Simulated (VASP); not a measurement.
# KMgF3 (Amm2) in VASP: a series of runs, part 2 of 2

VASP 6.6.1.

## 3. Single point, LDA

Contents of INCAR:

```
SYSTEM = KMgF3
PREC     = Accurate       ! precision mode
ENCUT    = 520            ! plane-wave cutoff, eV
EDIFF    = 1E-7           ! SCF threshold, eV
ISMEAR   = 0              ! smearing method
SIGMA    = 0.05           ! smearing width, eV
LREAL    = .FALSE.        ! projectors in reciprocal space
LASPH    = .TRUE.         ! aspherical terms in the spheres
NELM     = 60             ! most SCF steps
ALGO     = Normal         ! electronic algorithm
ISIF     = 2              ! what is computed and relaxed
LWAVE    = .FALSE.        ! write WAVECAR
LCHARG   = .FALSE.        ! write CHGCAR
NBANDS   = 24             ! bands
```

Contents of KPOINTS:

```
Automatic mesh
0
G
  6 6 6
  0 0 0
```

Contents of POSCAR:

```
KMgF3
1.0
    3.9859000000      0.0000000000      0.0000000000
    0.0000000000      3.9859000000      0.0000000000
    0.0000000000      0.0000000000      3.9859000000
K Mg F
1 1 3
Direct
    0.5000000000      0.5000000000      0.5000000000
    0.0000000000      0.0000000000      0.0000000000
    0.5000000000     -0.0665257641     -0.0665257641
    0.0000000000      0.4334742359     -0.0665257641
    0.0000000000     -0.0665257641      0.4334742359
```

Potentials or basis: VASP PAW LDA potentials, release 64 (K_sv, Mg, F).

Command:

```bash
$ cat potpaw_LDA.64/K_sv/POTCAR potpaw_LDA.64/Mg/POTCAR potpaw_LDA.64/F/POTCAR > POTCAR
$ mpirun -np 1 vasp_std > vasp.out
```

OUTCAR:

```text
SYSTEM = KMgF3
   PREC = Accurate
   ENCUT = 520
   EDIFF = 1E-7
   ISMEAR = 0
   LREAL = .FALSE.
   LASPH = .TRUE.
   NELM = 60
   ISIF = 2

 ion  position               nearest neighbor table
   1  0.500  0.500  0.500-   3 2.44   4 2.65   5 2.65   4 2.65   5 2.65   3 2.84   3 2.84   2 3.45
                             2 3.45   2 3.45   2 3.45   2 3.45   2 3.45   2 3.45   2 3.45
   2  0.000  0.000  0.000-   4 1.75   5 1.75   3 2.03   3 2.03   4 2.27   5 2.27   1 3.45   1 3.45
                             1 3.45   1 3.45   1 3.45   1 3.45   1 3.45   1 3.45
[... 856 lines left out ...]
  -------------------------------------------------------------------------------------
  Total       -2.0888937      2.0381870      2.0381870      0.0000000     -0.7319571      0.0000000
  in kB      -52.8503336     51.5674206     51.5674206      0.0000000    -18.5189790      0.0000000
  external PRESSURE =      16.7615026 kB  Pullay stress =       0.0000000 kB

 VOLUME and BASIS-vectors are now :
 -----------------------------------------------------------------------------
  energy-cutoff  :      520.00
  volume of cell :       63.33
      direct lattice vectors                 reciprocal lattice vectors
     3.985900000  0.000000000  0.000000000     0.250884367  0.000000000  0.000000000
     0.000000000  3.985900000  0.000000000     0.000000000  0.250884367  0.000000000
     0.000000000  0.000000000  3.985900000     0.000000000  0.000000000  0.250884367

 POSITION                                       TOTAL-FORCE (eV/Angst)
 -----------------------------------------------------------------------------------
      1.99295      1.99295      1.99295        -0.000000     -0.340072     -0.340072
      0.00000      0.00000      0.00000        -0.000000     -2.495155     -2.495155
      1.99295      3.72073      3.72073        -0.000000      0.471849      0.471849
      0.00000      1.72778      3.72073         0.000000      2.362966      0.000412
      0.00000      3.72073      1.72778        -0.000000      0.000412      2.362966
 -----------------------------------------------------------------------------------
    total drift:                                0.000000      0.000928      0.000928

  FREE ENERGIE OF THE ION-ELECTRON SYSTEM (eV)
  ---------------------------------------------------
  free  energy   TOTEN  =       -26.3981243936 eV

  energy  without entropy=      -26.3981243936  energy(sigma->0) =      -26.39812439
```

OSZICAR:

```text
N       E                     dE             d eps       ncg     rms          rms(c)
DAV:   1     0.226432660995E+03    0.22643E+03   -0.17332E+04  2600   0.128E+03
DAV:   2    -0.162888667542E+02   -0.24272E+03   -0.23240E+03  3120   0.352E+02
DAV:   3    -0.282480598354E+02   -0.11959E+02   -0.11897E+02  3592   0.719E+01
DAV:   4    -0.287337678270E+02   -0.48571E+00   -0.48563E+00  3336   0.964E+00
DAV:   5    -0.287372352200E+02   -0.34674E-02   -0.34674E-02  3400   0.846E-01    0.909E+00
DAV:   6    -0.264969161257E+02    0.22403E+01   -0.72502E+00  3024   0.200E+01    0.431E+00
DAV:   7    -0.264385732606E+02    0.58343E-01   -0.23877E-01  3056   0.304E+00    0.272E+00
DAV:   8    -0.263993568725E+02    0.39216E-01   -0.73084E-02  3128   0.250E+00    0.351E-01
DAV:   9    -0.263980570694E+02    0.12998E-02   -0.13758E-02  3368   0.805E-01    0.116E-01
DAV:  10    -0.263981248160E+02   -0.67747E-04   -0.10965E-03  3160   0.208E-01    0.378E-02
DAV:  11    -0.263981247807E+02    0.35245E-07   -0.46963E-05  3336   0.513E-02    0.157E-02
DAV:  12    -0.263981243646E+02    0.41611E-06   -0.18718E-06  3360   0.134E-02    0.165E-03
DAV:  13    -0.263981243936E+02   -0.28966E-07   -0.24325E-07  3064   0.359E-03
   1 F= -.26398124E+02 E0= -.26398124E+02  d E =-.113458E-15
```

It took 36 s on 1 thread of Intel Xeon Platinum 8488C (Sapphire Rapids), shared host; peak memory 0.2 GiB.

Results:

| Quantity | Value |
| --- | --- |
| Free energy | -26.3981 eV |
| Pressure | 1.7 GPa |
| Largest force | 3.529 eV/Å |
| Band gap on the k mesh | 6.88 eV (least direct gap 7.21 eV) |

Forces on the atoms (eV/Å):
```
K    0.000 -0.340 -0.340
Mg   0.000 -2.495 -2.495
F    0.000  0.472  0.472
F    0.000  2.363  0.000
F    0.000  0.000  2.363
```

Stress tensor (GPa, compression positive):
```
-5.29  0.00  0.00
 0.00  5.16 -1.85
 0.00 -1.85  5.16
```

Levels at points of the mesh, in eV from the valence-band top:
```tsv
k point	band 13	band 14	band 15	band 16	band 17	band 18	band 19	band 20
(0.00, 0.00, 0.00)	-0.69	-0.38	-0.35	-0.32	6.88	10.01	10.02	12.09
(0.50, 0.00, 0.00)	-0.81	-0.76	-0.72	-0.57	9.59	9.93	10.94	12.18
(0.00, 0.50, 0.00)	-0.98	-0.86	-0.58	-0.49	9.60	10.02	11.05	12.53
(0.50, 0.50, 0.00)	-1.05	-0.88	-0.79	-0.04	10.50	11.23	11.77	12.08
(0.00, 0.50, 0.50)	-1.10	-0.82	-0.81	-0.10	10.19	11.63	11.88	12.20
(0.50, 0.50, 0.50)	-0.99	-0.11	-0.07	0.00	10.22	10.27	10.40	12.60
```

Caveat: the cell differs from its parent crystal (all F atoms moved +0.375 Å, as atom 3 towards its neighbour atom 1 (K) at 2.818 Å); the stress differs along the axes, from -5 to 5 GPa; forces of over 1 eV/Å act on the atoms, so gaps and moduli don't describe the material at rest. A k mesh can miss the band edges.

## 4. Single point, LDA

Contents of INCAR:

```
SYSTEM = KMgF3
  ALGO = Normal
  EDIFF = 1E-6
  ENCUT = 520
  GGA = CA
  ISIF = 2
  ISMEAR = 0
  LASPH = .True.
  LCHARG = .False.
  LREAL = .False.
  LWAVE = .False.
  NBANDS = 24
  NELM = 80
  PREC = Accurate
  SIGMA = 0.05
```

Contents of KPOINTS:

```
k-points
0
Gamma
  6 6 6
  0 0 0
```

Contents of POSCAR:

```
KMgF3
1.0
    3.9859000000      0.0000000000      0.0000000000
    0.0000000000      3.9859000000      0.0000000000
    0.0000000000      0.0000000000      3.9859000000
K Mg F
1 1 3
Direct
    0.5000000000      0.5000000000      0.5000000000
    0.0000000000      0.0000000000      0.0000000000
    0.5000000000      0.0443505094      0.0443505094
    0.0000000000      0.5443505094      0.0443505094
    0.0000000000      0.0443505094      0.5443505094
```

Potentials or basis: VASP PAW LDA potentials, release 64 (K_sv, Mg, F).

Command:

```bash
$ cat potpaw_LDA.64/K_sv/POTCAR potpaw_LDA.64/Mg/POTCAR potpaw_LDA.64/F/POTCAR > POTCAR
$ mpirun -np 1 vasp_std > vasp.out
```

OUTCAR:

```text
SYSTEM = KMgF3
   EDIFF = 1E-6
   ENCUT = 520
   GGA = CA
   ISIF = 2
   ISMEAR = 0
   LASPH = .True.
   LREAL = .False.
   NELM = 80
   PREC = Accurate

 ion  position               nearest neighbor table
   1  0.500  0.500  0.500-   3 2.57   4 2.70   5 2.70   4 2.70   5 2.70   3 2.83   3 2.83   2 3.45
                             2 3.45   2 3.45   2 3.45   2 3.45   2 3.45   2 3.45   2 3.45
   2  0.000  0.000  0.000-   4 1.82   5 1.82   3 2.01   3 2.01   4 2.18   5 2.18   1 3.45   1 3.45
                             1 3.45   1 3.45   1 3.45   1 3.45   1 3.45   1 3.45
[... 856 lines left out ...]
  -------------------------------------------------------------------------------------
  Total       -2.0956198     -0.2769178     -0.2769178      0.0000000     -0.2466733     -0.0000000
  in kB      -53.0205076     -7.0061952     -7.0061952      0.0000000     -6.2409895     -0.0000000
  external PRESSURE =     -22.3442993 kB  Pullay stress =       0.0000000 kB

 VOLUME and BASIS-vectors are now :
 -----------------------------------------------------------------------------
  energy-cutoff  :      520.00
  volume of cell :       63.33
      direct lattice vectors                 reciprocal lattice vectors
     3.985900000  0.000000000  0.000000000     0.250884367  0.000000000  0.000000000
     0.000000000  3.985900000  0.000000000     0.000000000  0.250884367  0.000000000
     0.000000000  0.000000000  3.985900000     0.000000000  0.000000000  0.250884367

 POSITION                                       TOTAL-FORCE (eV/Angst)
 -----------------------------------------------------------------------------------
      1.99295      1.99295      1.99295        -0.000000      0.164240      0.164240
      0.00000      0.00000      0.00000        -0.000000      1.495622      1.495622
      1.99295      0.17678      0.17678        -0.000000     -0.239973     -0.239973
      0.00000      2.16973      0.17678         0.000000     -1.311789     -0.108101
      0.00000      0.17678      2.16973        -0.000000     -0.108101     -1.311789
 -----------------------------------------------------------------------------------
    total drift:                                0.000000     -0.002463     -0.002463

  FREE ENERGIE OF THE ION-ELECTRON SYSTEM (eV)
  ---------------------------------------------------
  free  energy   TOTEN  =       -26.7907732994 eV

  energy  without entropy=      -26.7907732994  energy(sigma->0) =      -26.79077330
```

OSZICAR:

```text
N       E                     dE             d eps       ncg     rms          rms(c)
DAV:   1     0.224727393396E+03    0.22473E+03   -0.17313E+04  2600   0.128E+03
DAV:   2    -0.165233480530E+02   -0.24125E+03   -0.23127E+03  3128   0.351E+02
DAV:   3    -0.285166648449E+02   -0.11993E+02   -0.11927E+02  3592   0.719E+01
DAV:   4    -0.290077488880E+02   -0.49108E+00   -0.49100E+00  3328   0.958E+00
DAV:   5    -0.290107459831E+02   -0.29971E-02   -0.29970E-02  3432   0.785E-01    0.877E+00
DAV:   6    -0.268874234908E+02    0.21233E+01   -0.68709E+00  2984   0.191E+01    0.412E+00
DAV:   7    -0.268304289840E+02    0.56995E-01   -0.21519E-01  3144   0.286E+00    0.258E+00
DAV:   8    -0.267919342255E+02    0.38495E-01   -0.69704E-02  3128   0.243E+00    0.332E-01
DAV:   9    -0.267907334139E+02    0.12008E-02   -0.12804E-02  3344   0.777E-01    0.115E-01
DAV:  10    -0.267907780031E+02   -0.44589E-04   -0.10669E-03  3192   0.196E-01    0.442E-02
DAV:  11    -0.267907733208E+02    0.46823E-05   -0.57507E-05  3352   0.574E-02    0.160E-02
DAV:  12    -0.267907732994E+02    0.21426E-07   -0.16645E-06  2592   0.109E-02
   1 F= -.26790773E+02 E0= -.26790773E+02  d E =-.220754E-15
```

Wall time 33 s (1 thread of Intel Xeon Platinum 8488C (Sapphire Rapids), shared host); peak memory 0.19 GiB.

Results:

- Free energy: -26.7908 eV
- Pressure: -2.2 GPa
- Largest force: 2.115 eV/Å
- Band gap on the k mesh: 6.92 eV (least direct gap 7.25 eV)

Forces on the atoms (eV/Å):
```
K    0.000  0.164  0.164
Mg   0.000  1.496  1.496
F    0.000 -0.240 -0.240
F    0.000 -1.312 -0.108
F    0.000 -0.108 -1.312
```

Caveat: the cell differs from its parent crystal (all F atoms moved -0.250 Å, as atom 3 towards its neighbour atom 1 (K) at 2.818 Å); forces of over 1 eV/Å act on the atoms, so gaps and moduli don't describe the material at rest. A k mesh can miss the band edges.

## 5. Overview

| cell | gap on the mesh (eV) | pressure (GPa) | largest force (eV/Å) |
| --- | --- | --- | --- |
| as given, atomic positions A | 6.82 | 7.4 | 5.23 |
| as given, atomic positions B | 6.88 | 1.7 | 3.53 |
| as given, atomic positions C | 6.92 | -2.2 | 2.12 |

Alike in all rows: task single point; level LDA; potentials or basis VASP PAW LDA potentials, release 64 (K_sv, Mg, F); no spin polarisation; k mesh 6 × 6 × 6; cutoff (eV) 520; smearing gaussian 0.05 eV.

Caveats: forces of over 1 eV/Å act on the atoms, so gaps and moduli don't describe the material at rest; the stress differs along the axes, from -5 to 14 GPa (at least some runs); the stress differs along the axes, from -5 to 5 GPa (at least some runs).

Absolute energies hang on the potentials; compare differences alone.
